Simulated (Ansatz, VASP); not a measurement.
# CaZn in VASP and in Ansatz

The input INCAR:

```
  ALGO = Fast
  EDIFF = 1E-6
  ENCUT = 520
  GGA = CA
  ISIF = 2
  ISMEAR = 0
  LASPH = True
  LCHARG = False
  LREAL = False
  LWAVE = False
  NBANDS = 18
  NELM = 100
  PREC = Accurate
  SIGMA = 0.15
```

The input KPOINTS:

```
k-points
0
Gamma
  14 14 14
```

File POSCAR:

```
CaZn
1.0
    3.3431441387      0.0000000000      0.0000000000
    0.0000000000      3.3431441387      0.0000000000
    0.0000000000      0.0000000000      4.3460873803
Ca Zn
1 1
Direct
    0.0000000000      0.0000000000      0.0000000000
    0.5000000000      0.5000000000      0.5000000000
```

Input for Ansatz:

```yaml
crystal:
  lattice:
    - [3.3431441387, 0.0, 0.0]
    - [0.0, 3.3431441387, 0.0]
    - [0.0, 0.0, 4.3460873803]
  atoms:
    - { symbol: Ca, position: [0.0, 0.0, 0.0] }
    - { symbol: Zn, position: [0.5, 0.5, 0.5] }
basis:
  ecutwfc: 420
kpoints:
  mp_grid: { grid: [14, 14, 14] }
hamiltonian:
  xc: lda
scf:
  occupations: { method: gaussian, width: 0.15 }
output:
  forces: true
  stress: true
  eigenvalues: true
```

Alike in both runs: task single point; functional LDA; k mesh 14 × 14 × 14; occupations gaussian, width 0.15 eV; no spin polarisation.

```csv
,VASP,Ansatz
version,VASP 6.6.1,Ansatz 0.2.0
potentials or method,"VASP PAW LDA potentials, release 64 (Ca_sv, Zn), cutoff 520 eV","scalar-relativistic, plane waves, PAW"
valence electrons in the cell,22,22
```

|  | VASP | Ansatz | Ansatz less VASP |
| --- | --- | --- | --- |
| gap on the k mesh at the Fermi level (eV) | none | none | - |
| pressure (GPa) | -2.9 | -3.0 | -0.13 |
| traceless stress, the component that is largest in VASP (GPa) | -4.00 | -4.01 | -0.010 |

LDA's correlation is that of Perdew and Zunger in VASP and of Perdew and Wang (1992) in Ansatz. A gap of «none» marks a metal or a gap that the smearing closes.
